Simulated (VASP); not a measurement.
NiO:

```xyz
2
Lattice="0.0000 2.0859 2.0859 2.0859 0.0000 2.0859 2.0859 2.0859 0.0000" Properties=species:S:1:pos:R:3 pbc="T T T"
Ni    0.0000    0.0000    0.0000
O     2.0859    2.0859    2.0859
```

Base run:

* Program: VASP 6.6.1
* Functional: PBE
* Potentials or basis: VASP PAW PBE potentials, release 64 (Ni_sv_GW, O)
* Cutoff: 700 eV
* k mesh: 11 × 11 × 11
* Occupations: fermi-dirac, width 0.05 eV
* Spin: collinear spin, ferromagnetic start
* Starting moments: [1.0, 0.0] μB
* Hubbard terms: Ni d U = 3.0 eV

Its results: band gap on the k mesh 0.98 eV (least direct gap 1.84 eV); pressure 9.9 GPa; net moment 2.00 μB per cell; site moments Ni +1.71; O +0.24 μB.

**Question.** The run is repeated on the same cell with these changes: hubbard terms from Ni d U = 3.0 eV to Ni d U = 2.0 eV. What comes out?

**Answer.** Band gap on the k mesh 0.44 eV (least direct gap 1.34 eV); pressure 8.5 GPa; net moment 2.00 μB per cell; site moments Ni +1.69; O +0.27 μB.

Caveats: the cell stands under pressure; an odd mesh through Γ misses points on the zone boundary, where band edges can lie; a cell with one magnetic atom can't hold antiferromagnetic order, which such compounds often take.
